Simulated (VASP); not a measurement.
Li, 8 atoms in the cell. The typed cell holds 8 atoms: a = 8.909 Å, b = 4.454 Å, c = 4.454 Å, α = 90.00°, β = 90.00°, γ = 90.00°. 

- Program: VASP 6.6.1
- Task: single point
- Functional: r2SCAN
- Potentials or basis: VASP PAW PBE potentials, release 64 (Li_sv)
- Cutoff: 720 eV
- k mesh: 1 × 2 × 2
- Occupations: fermi-dirac, width 0.15 eV
- Spin: no spin polarisation
- Dipole correction: no
- Further INCAR settings: ALGO = Normal; EDIFF = 1e-06; NBANDS = 22

Potentials or basis: VASP PAW PBE potentials, release 64 (Li_sv).

Command:

```bash
$ cat potpaw_PBE.64/Li_sv/POTCAR > POTCAR
$ cp INCAR.step1 INCAR
$ mpirun -np 1 vasp_std > vasp.out
$ cp INCAR.step2 INCAR
$ mpirun -np 1 vasp_std > vasp.out
```

Hardware: 1 thread of Intel(R) Xeon(R) 6975P-C (Granite Rapids) (shared host).

Q: How long does it take, and how much memory?

A: It took 75 s on 1 thread of Intel(R) Xeon(R) 6975P-C (Granite Rapids) (shared host), peak memory 0.35 GiB. Counts: k points 4.
